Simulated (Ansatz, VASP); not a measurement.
## InH2: VASP beside Ansatz

File INCAR:

```
PREC     = Accurate       # precision mode
ENCUT    = 600            # plane-wave cutoff, eV
EDIFF    = 1E-6           # SCF threshold, eV
ISMEAR   = 0              # smearing method
SIGMA    = 0.1            # smearing width, eV
LREAL    = False          # projectors in reciprocal space
LASPH    = True           # aspherical terms in the spheres
NELM     = 60             # most SCF steps
ALGO     = Normal         # electronic algorithm
ISIF     = 3              # what is computed and relaxed
LWAVE    = False          # write WAVECAR
LCHARG   = False          # write CHGCAR
GGA      = PE             # functional
IBRION   = 2              # ionic algorithm
NSW      = 90             # ionic steps
EDIFFG   = -0.04          # ionic threshold
```

File KPOINTS:

```
regular mesh
0
Gamma
  6 6 4
```

File POSCAR:

```
InH2
1.0
    3.4432146400      0.0000000000      0.0000000000
    0.0000000000      3.4432146400      0.0000000000
    0.0000000000      0.0000000000      3.8265755400
In H
1 2
Direct
    0.5000000000      0.5000000000      0.0000000000
    0.0000000000      0.5000000000      0.8709623000
    0.5000000000      0.0000000000      0.1290377000
```

Input for Ansatz:

```yaml
crystal:
  lattice:
    - [3.44321464, 0.0, 0.0]
    - [0.0, 3.44321464, 0.0]
    - [0.0, 0.0, 3.82657554]
  atoms:
    - { symbol: In, position: [0.5, 0.5, 0.0] }
    - { symbol: H, position: [0.0, 0.5, 0.8709623] }
    - { symbol: H, position: [0.5, 0.0, 0.1290377] }
basis:
  ecutwfc: 420
kpoints:
  mp_grid: { grid: [6, 6, 4] }
hamiltonian:
  xc: pbe
scf:
  occupations: { method: gaussian, width: 0.1 }
  lower_state_search: "off"
output:
  forces: true
  stress: true
  eigenvalues: true
relax:
  adjacent_minimum: "off"
  f_tol: 0.04
  max_steps: 70
  cell: { stress_tol: 0.4 }
```

Alike in both runs: task relaxation of cell and atoms; functional PBE; k mesh 6 × 6 × 4; occupations gaussian, width 0.1 eV; no spin polarisation.

|  | VASP | Ansatz |
| --- | --- | --- |
| version | VASP 6.6.1 | Ansatz 0.2.0 |
| potentials or method | VASP PAW PBE potentials, release 64 (In_d, H), cutoff 600 eV | scalar-relativistic, plane waves, PAW |
| valence electrons in the cell | 15 | 15 |

Ansatz gave:

```
gap on the k mesh at the Fermi level, each at its own relaxed structure (eV) : none
relaxed volume (Å³/atom)                                                     : 14.64
relaxed cell length with the largest relative difference (Å)                 : 3.046
```

Estimate VASP's values.

gap on the k mesh at the Fermi level, each at its own relaxed structure (eV): none; relaxed volume (Å³/atom): 14.60; relaxed cell length with the largest relative difference (Å): 3.023.

A gap of «none» marks a metal or a gap that the smearing closes.

The k mesh is coarse, so the values compare programs but aren't converged.
